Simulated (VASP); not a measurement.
# SiO2 (I-42d) in VASP: notebook

SiO2 is run at these levels: PBE; tasks: relaxation of shape and atoms at fixed volume.

Program: VASP 6.6.1. These are calculated values, not measurements. Logs are shortened: lines on timing, memory, paths and dates and some standing lists are left out, and cuts for length are marked.

## Step 1: The cell of the first run

Symmetry: I-42d, No. 122, tetragonal system. Conventional cell: a = 4.762 Å, b = 4.762 Å, c = 7.238 Å, α = 90.00°, β = 90.00°, γ = 90.00°. Within 2.1 Å of Si (site symmetry -4) lie 4 O at 1.61 Å. Within 2.1 Å of O (site symmetry 2) lie 2 Si at 1.61 Å.

## Step 2: Relaxation of shape and atoms at fixed volume, PBE (13.68 Å³/atom)

INCAR

```
ALGO = Normal
EDIFF = 1E-6
EDIFFG = -0.01
ENCUT = 600
GGA = PE
IBRION = 2
ISIF = 4
ISMEAR = 0
LASPH = True
LCHARG = False
LREAL = False
LWAVE = False
NELM = 100
NSW = 50
PREC = Accurate
SIGMA = 0.02
```

KPOINTS

```
k-points
0
Gamma
  6 6 6
```

POSCAR

```
SiO2
1.0
   -2.3809963740      2.3809963740      3.6188531593
    2.3809963740     -2.3809963740      3.6188531593
    2.3809963740      2.3809963740     -3.6188531593
Si O
2 4
Direct
    0.0000000000      0.0000000000      0.0000000000
    0.7500000000      0.2500000000      0.5000000000
    0.9985691612      0.6250000000      0.8735691612
    0.3750000000      0.2485691612      0.3735691612
    0.7514308388      0.1250000000      0.1264308388
    0.8750000000      0.0014308388      0.6264308388
```

Potentials or basis: VASP PAW PBE potentials, release 64 (Si, O).

Launch:

```sh
$ cat potpaw_PBE.64/Si/POTCAR potpaw_PBE.64/O/POTCAR > POTCAR
$ mpirun -np 1 vasp_std > vasp.out
```

OUTCAR:

```text
EDIFF = 1E-6
   EDIFFG = -0.01
   ENCUT = 600
   GGA = PE
   IBRION = 2
   ISIF = 4
   ISMEAR = 0
   LASPH = True
   LREAL = False
   NELM = 100
   NSW = 50
   PREC = Accurate

 ion  position               nearest neighbor table
   1  0.000  0.000  0.000-   4 1.61   3 1.61   5 1.61   6 1.61   2 2.99   2 2.99   2 2.99   2 2.99

   2  0.750  0.250  0.500-   3 1.61   4 1.61   5 1.61   6 1.61   1 2.99   1 2.99   1 2.99   1 2.99

   3  0.999  0.625  0.874-   2 1.61   1 1.61
   4  0.375  0.249  0.374-   1 1.61   2 1.61
   5  0.751  0.125  0.126-   1 1.61   2 1.61
   6  0.875  0.001  0.626-   1 1.61   2 1.61

  LATTYP: Found a body centered tetragonal cell.
 ALAT       =     4.7619927480
 C/A-ratio  =     1.5198902438

  Lattice vectors:

 A1 = (  -2.3809963740,   2.3809963740,   3.6188531593)
 A2 = (   2.3809963740,  -2.3809963740,   3.6188531593)
 A3 = (   2.3809963740,   2.3809963740,  -3.6188531593)

Analysis of symmetry for initial positions (statically):
=====================================================================
 Subroutine PRICEL returns:
 Original cell was already a primitive cell.

 Routine SETGRP: Setting up the symmetry group for a
 body centered tetragonal supercell.

 Subroutine GETGRP returns: Found  8 space group operations
 (whereof  4 operations were pure point group operations)
 out of a pool of 16 trial point group operations.

The static configuration has the point symmetry S_4 .
 The point group associated with its full space group is D_2d.

Analysis of symmetry for dynamics (positions and initial velocities):
=====================================================================
 Subroutine PRICEL returns:
 Original cell was already a primitive cell.

 Routine SETGRP: Setting up the symmetry group for a
 body centered tetragonal supercell.

 Subroutine GETGRP returns: Found  8 space group operations
 (whereof  4 operations were pure point group operations)
 out of a pool of 16 trial point group operations.

The dynamic configuration has the point symmetry S_4 .
 The point group associated with its full space group is D_2d.

 Subroutine INISYM returns: Found  8 space group operations
 (whereof  4 operations are pure point group operations),
 and found     1 'primitive' translations

----------------------------------------------------------------------------------------

                                     Primitive cell

  volume of cell :      82.0632

  direct lattice vectors                    reciprocal lattice vectors
    -2.380996374  2.380996374  3.618853159     0.000000000  0.209996120  0.138165319
     2.380996374 -2.380996374  3.618853159     0.209996120  0.000000000  0.138165319
     2.380996374  2.380996374 -3.618853159     0.209996120  0.209996120  0.000000000

  length of vectors
     4.943114975  4.943114975  4.943114975     0.251372285  0.251372285  0.296979361

  position of ions in fractional coordinates (direct lattice)
     0.000000000  0.000000000  0.000000000
     0.750000000  0.250000000  0.500000000
     0.998569161  0.625000000  0.873569161
     0.375000000  0.248569161  0.373569161
     0.751430839  0.125000000  0.126430839
     0.875000000  0.001430839  0.626430839

  ion indices of the primitive-cell ions
   primitive index   ion index
                 1           1
                 2           2
                 3           3
                 4           4
                 5           5
                 6           6

----------------------------------------------------------------------------------------

 KPOINTS: k-points

Automatic generation of k-mesh.
 Grid dimensions read from file:
 generate k-points for:    6    6    6

 Generating k-lattice:

  Cartesian coordinates                     Fractional coordinates (reciprocal lattice)
     0.000000000  0.034999353  0.023027553     0.166666667  0.000000000 -0.000000000
     0.034999353  0.000000000  0.023027553     0.000000000  0.166666667 -0.000000000
     0.034999353  0.034999353  0.000000000     0.000000000  0.000000000  0.166666667

  Length of vectors
     0.041895381  0.041895381  0.049496560

  Shift w.r.t. Gamma in fractional coordinates (k-lattice)
     0.000000000  0.000000000  0.000000000

 Subroutine IBZKPT returns following result:
 ===========================================

 Found     30 irreducible k-points:

 Following reciprocal coordinates:
            Coordinates               Weight
  0.000000  0.000000  0.000000      1.000000
  0.166667  0.000000 -0.000000      8.000000
  0.333333  0.000000  0.000000      8.000000
  0.500000  0.000000  0.000000      4.000000
  0.166667  0.166667 -0.000000      8.000000
  0.333333  0.166667  0.000000     16.000000
[... 16 lines left out ...]
 -0.333333 -0.333333  0.166667      8.000000
 -0.166667 -0.333333  0.166667      8.000000
 [... further k-points ...]
   k-points           NKPTS =     30   k-points in BZ     NKDIM =     30   number of bands    NBANDS=     20
   number of dos      NEDOS =    301   number of ions     NIONS =      6
   total plane-waves  NPLWV =  64000
   dimension x,y,z NGX =    40 NGY =   40 NGZ =   40
   dimension x,y,z NGXF=    80 NGYF=   80 NGZF=   80
   ions per type =               2   4
   NGX,Y,Z   is equivalent  to a cutoff of  13.45, 13.45, 13.45 a.u.
   NGXF,Y,Z  is equivalent  to a cutoff of  26.91, 26.91, 26.91 a.u.
 SYSTEM =  unknown system
   PREC   = accura    normal or accurate (medium, high low for compatibility)
   ISTART =      0    job   : 0-new  1-cont  2-samecut
   ICHARG =      2    charge: 1-file 2-atom 10-const
   ISPIN  =      1    spin polarized calculation?
   LNONCOLLINEAR =      F non collinear calculations
   LSORBIT =      F    spin-orbit coupling
   LASPH  =      T    aspherical Exc in radial PAW
   ENCUT  =  600.0 eV  44.10 Ry    6.64 a.u.   9.87  9.87  9.87*2*pi/ulx,y,z
   NELM   =    100;   NELMIN=  2; NELMDL= -5     # of ELM steps
   EDIFF  = 0.1E-05   stopping-criterion for ELM
   LREAL  =      F    real-space projection
   EDIFFG = -.1E-01   stopping-criterion for IOM
   NSW    =     50    number of steps for IOM
   IBRION =      2    ionic relax: 0-MD 1-quasi-New 2-CG
   NFREE  =      1    steps in history (QN), initial steepest desc. (CG)
   ISIF   =      4    stress and relaxation
   ISYM   =      2    0-nonsym 1-usesym 2-fastsym
   POTIM  = 0.5000    time-step for ionic-motion
   TEBEG  =    0.0;   TEEND  =   0.0 temperature during run
   PSTRESS=    0.0 pullay stress
   NELECT =      32.0000    total number of electrons
   NUPDOWN=      -1.0000    fix difference up-down
   EMIN   =  10.00;   EMAX   =-10.00  energy-range for DOS
   EFERMI =   0.00;   METHOD = LEGACY
   ISMEAR =     0;   SIGMA  =   0.02  broadening in eV -4-tet -1-fermi 0-gaus
   EFERMI_NEDOS =   21; number of points for ismear=-14 and -15
   IALGO  =     38    algorithm
   IMIX   =      4    mixing-type and parameters
     AMIX     =   0.40;   BMIX     =  1.00
     AMIX_MAG =   1.60;   BMIX_MAG =  1.00
  volume/ion in A,a.u.               =      13.68        92.30
  Fermi-wavevector in a.u.,A,eV,Ry     =   1.196030  2.260169 19.462963  1.430487
  Thomas-Fermi vector in A             =   2.331980
   LORBIT       =      0    0 simple, 1 ext, 2 COOP (PROOUT), +10 PAW based schemes
   GGA     = PE    functional components
   LHFCALC =     F    Hartree Fock is set to
   AEXX    =    0.0000 exact exchange contribution
   IVDW    =     0    specifies the selected vdW correction
   LEPSILON=     F    determine dielectric tensor
   LRPA    =     F    only Hartree local field effects (RPA)
 conjugate gradient relaxation of ions
 non-spin polarized calculation
 Gauss-broadening in eV      SIGMA  =   0.02
  energy-cutoff  :      600.00
  volume of cell :       82.06
 maximum number of plane-waves:      2776
   NGX = 19   NGY = 19   NGZ = 19

--------------------------------------- Ionic step        1  -------------------------------------------

 number of electron      32.0000002 magnetization

 Free energy of the ion-electron system (eV)
  ---------------------------------------------------
  ext. energy  EPLUGINS =         0.00000000
  ---------------------------------------------------
  free energy    TOTEN  =       -47.32543737 eV

  energy without entropy =      -47.32543737  energy(sigma->0) =      -47.32543737

------------------------ aborting loop because EDIFF is reached ----------------------------------------

  FORCE on cell =-STRESS in cart. coord.  units (eV):
  Direction    XX          YY          ZZ          XY          YZ          ZX
  --------------------------------------------------------------------------------------
  -------------------------------------------------------------------------------------
  Total        4.4266395      4.4266395      4.4140402      0.0000000     -0.0000000      0.0000000
  in kB       86.4243890     86.4243890     86.1784030      0.0000000     -0.0000000      0.0000000
  external PRESSURE =      86.3423937 kB  Pullay stress =       0.0000000 kB

 VOLUME and BASIS-vectors are now :
 -----------------------------------------------------------------------------
  energy-cutoff  :      600.00
  volume of cell :       82.06
      direct lattice vectors                 reciprocal lattice vectors
    -2.380996374  2.380996374  3.618853159     0.000000000  0.209996120  0.138165319
     2.380996374 -2.380996374  3.618853159     0.209996120  0.000000000  0.138165319
     2.380996374  2.380996374 -3.618853159     0.209996120  0.209996120  0.000000000
[... 201 lines left out ...]
 POSITION                                       TOTAL-FORCE (eV/Angst)
 -----------------------------------------------------------------------------------
      2.37811     -2.37811      3.62763         0.000000     -0.000000     -0.000000
      0.00000      2.37811      1.81382         0.000000     -0.000000      0.000000
      3.56717      0.63463     -0.90691         0.000000     -0.006770      0.000000
      0.63463      1.18906      0.90691        -0.006770     -0.000000      0.000000
     -1.18906      1.74349      2.72072         0.000000      0.006770     -0.000000
      1.74349      1.18906      4.53454         0.006770     -0.000000     -0.000000
 -----------------------------------------------------------------------------------
    total drift:                                0.000002      0.000002      0.000001

  FREE ENERGIE OF THE ION-ELECTRON SYSTEM (eV)
  ---------------------------------------------------
  free  energy   TOTEN  =       -47.3680868120 eV

  energy  without entropy=      -47.3680868120  energy(sigma->0) =      -47.36808681

--------------------------------------- Ionic step        7  -------------------------------------------

 number of electron      31.9999996 magnetization

 Free energy of the ion-electron system (eV)
  ---------------------------------------------------
  ext. energy  EPLUGINS =         0.00000000
  ---------------------------------------------------
  free energy    TOTEN  =       -47.36941807 eV

  energy without entropy =      -47.36941807  energy(sigma->0) =      -47.36941807

 E-fermi :   0.1223     XC(G=0):  -8.7189

 val. band max:       -0.0147574818   @ k =   0.0000   0.0000   0.0000
 cond. band min:       6.1425696605   @ k =   0.0000   0.0000   0.0000
 fundamental gap:      6.1573271423
 Fermi energy:         0.1222807462

 k-point     1 :       0.0000    0.0000    0.0000
  band No.  band energies     occupation
      1     -19.0409      2.00000
      2     -16.9211      2.00000
      3     -16.9211      2.00000
      4     -16.8359      2.00000
      5      -8.5418      2.00000
      6      -5.1790      2.00000
[... 12 lines left out ...]
     19      11.6141      0.00000
     20      11.6141      0.00000
[... 507 lines left out ...]
 k-point    24 :      -0.1667   -0.3333    0.1667
  band No.  band energies     occupation
      1     -18.7326      2.00000
      2     -17.3211      2.00000
      3     -16.9425      2.00000
      4     -16.9278      2.00000
      5      -7.8712      2.00000
      6      -5.3926      2.00000
[... 12 lines left out ...]
     19      10.0282      0.00000
     20      10.2206      0.00000

 [... further k-points ...]

------------------------ aborting loop because EDIFF is reached ----------------------------------------

  FORCE on cell =-STRESS in cart. coord.  units (eV):
  Direction    XX          YY          ZZ          XY          YZ          ZX
  --------------------------------------------------------------------------------------
  -------------------------------------------------------------------------------------
  Total        1.7450935      1.7450935      1.7937294      0.0000000      0.0000000      0.0000000
  in kB       34.0706850     34.0706850     35.0202368      0.0000000      0.0000000      0.0000000
  external PRESSURE =      34.3872023 kB  Pullay stress =       0.0000000 kB

 VOLUME and BASIS-vectors are now :
 -----------------------------------------------------------------------------
  energy-cutoff  :      600.00
  volume of cell :       82.06
      direct lattice vectors                 reciprocal lattice vectors
    -2.368999323  2.368999323  3.655599053     0.000000000  0.211059579  0.136776488
     2.368999323 -2.368999323  3.655599053     0.211059579  0.000000000  0.136776488
     2.368999323  2.368999323 -3.655599053     0.211059579  0.211059579  0.000000000

 POSITION                                       TOTAL-FORCE (eV/Angst)
 -----------------------------------------------------------------------------------
     -0.00000      0.00000      0.00000         0.000000      0.000000      0.000000
      0.00000      2.36900      1.82780         0.000000      0.000000      0.000000
      3.55350      0.63393     -0.91390         0.000000     -0.006227     -0.000000
      0.63393      1.18450      0.91390        -0.006227      0.000000     -0.000000
     -1.18450      1.73507      2.74170         0.000000      0.006227      0.000000
      1.73507      1.18450      4.56950         0.006227      0.000000      0.000000
 -----------------------------------------------------------------------------------
    total drift:                                0.000002      0.000002      0.000002

  FREE ENERGIE OF THE ION-ELECTRON SYSTEM (eV)
  ---------------------------------------------------
  free  energy   TOTEN  =       -47.3694180683 eV

  energy  without entropy=      -47.3694180683  energy(sigma->0) =      -47.36941807

 reached required accuracy - stopping structural energy minimisation
```

Run time: 91 s. Hardware: 1 thread of Intel Xeon 6975P-C (Granite Rapids), shared host; peak memory 0.26 GiB.

What came out:

```
Free energy                  : -47.3694 eV
Energy gained by relaxing    : 7.3 meV/atom
Ionic steps                  : 7
Pressure after relaxing      : 3.4 GPa
Largest force after relaxing : 0.006 eV/Å
Band gap on the k mesh       : 6.16 eV
```

Forces in eV/Å, atoms in the order of the input:
```
Si   0.000  0.000  0.000
Si   0.000  0.000  0.000
O    0.000 -0.006  0.000
O   -0.006  0.000  0.000
O    0.000  0.006  0.000
O    0.006  0.000  0.000
```

The path:
| step | energy change (eV) | largest force (eV/Å) | pressure (GPa) | volume (Å³) |
| --- | --- | --- | --- | --- |
| 1 | 0.0000 | 0.4515 | 8.63 | 82.06 |
| 2 | -0.0302 | 0.2384 | 6.19 | 82.06 |
| 3 | -0.0417 | 0.0167 | 3.83 | 82.06 |
| 4 | -0.0418 | 0.0025 | 3.73 | 82.06 |
| 5 | -0.0418 | 0.0070 | 3.64 | 82.06 |
| 6 | -0.0426 | 0.0068 | 3.59 | 82.06 |
| 7 | -0.0440 | 0.0062 | 3.44 | 82.06 |

Final structure:
```
CELL_PARAMETERS angstrom
-2.36900 2.36900 3.65560
2.36900 -2.36900 3.65560
2.36900 2.36900 -3.65560
ATOMIC_POSITIONS crystal
Si 0.00000 0.00000 0.00000
Si 0.75000 0.25000 0.50000
O 0.00880 0.62500 0.88380
O 0.37500 0.25880 0.38380
O 0.74120 0.12500 0.11620
O 0.87500 0.99120 0.61620
```

A k mesh can miss the band edges.

[end of part 1 of 3]
